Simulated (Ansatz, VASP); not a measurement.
Cu: VASP beside Ansatz

```
Cu
1.0
    -1.44279    1.44279    1.37608
     1.44279   -1.44279    1.37608
     1.44279    1.44279   -1.37608
Cu
1
Direct
  0.00000 0.00000 0.00000
```

Alike in both runs: task relaxation of cell and atoms; functional RPBE; dispersion D3(BJ); k mesh 13 × 13 × 13; occupations fermi-dirac, width 0.05 eV; no spin polarisation.

```csv
,VASP,Ansatz
version,VASP 6.6.1,Ansatz 0.2.0
potentials or method,"VASP PAW PBE potentials, release 64 (Cu)",Ansatz PAW
plane-wave cutoff (eV),600,420
valence electrons in the cell,11,19
```

VASP gave:

```
gap on the k mesh at the Fermi level, each at its own relaxed structure (eV) : none
relaxed volume (Å³/atom)                                                     : 9.78
relaxed length of the cell vector where the two differ most in proportion (Å)              : 2.334
```

**Question.** Estimate Ansatz's values.

**Answer.** gap on the k mesh at the Fermi level, each at its own relaxed structure (eV): none; relaxed volume (Å³/atom): 9.75; relaxed length of the cell vector where the two differ most in proportion (Å): 2.331.

VASP's potentials were made for PBE, not for RPBE. A gap of «none» marks a metal or a gap that the smearing closes. VASP's potentials hold 11 valence electrons a cell and Ansatz's 19, so a difference there can come from the potentials and not from the codes.

Noted on Ansatz's run: the plane-wave basis is chosen anew once the cell has moved, so the energies of steps on either side of that aren't comparable.
